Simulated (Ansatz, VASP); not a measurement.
**Two plane-wave programs on Rh**

```
CELL_PARAMETERS angstrom
-1.51448 1.51448 1.51448
1.51448 -1.51448 1.51448
1.51448 1.51448 -1.51448
ATOMIC_POSITIONS crystal
Rh 0.00000 0.00000 0.00000
```

Change from the starting cell: functional r2scan, volume scaled by 0.96, PAW files.

Alike in both runs: task electric field gradients; functional r2SCAN; k mesh 16 × 16 × 16; occupations fermi-dirac, width 0.05 eV; no spin polarisation.

|  | VASP | Ansatz |
| --- | --- | --- |
| version | VASP 6.6.1 | Ansatz 0.2.0 |
| potentials or method | VASP PAW PBE potentials, release 64 (Rh_pv) | PAW with Ansatz's default frozen-core files, scalar-relativistic |
| plane-wave cutoff (eV) | 520 | 500 |
| valence electrons in the cell | 15 | 17 |

```csv
,VASP,Ansatz,Ansatz less VASP
pressure (GPa),5.3,4.1,-1.24
```

VASP's potentials were made for PBE, not for r2SCAN. The functional is the same, so the differences come from potentials, cutoffs and numerics. VASP's potentials hold 15 valence electrons a cell and Ansatz's 17, so a difference there can come from the potentials and not from the codes.
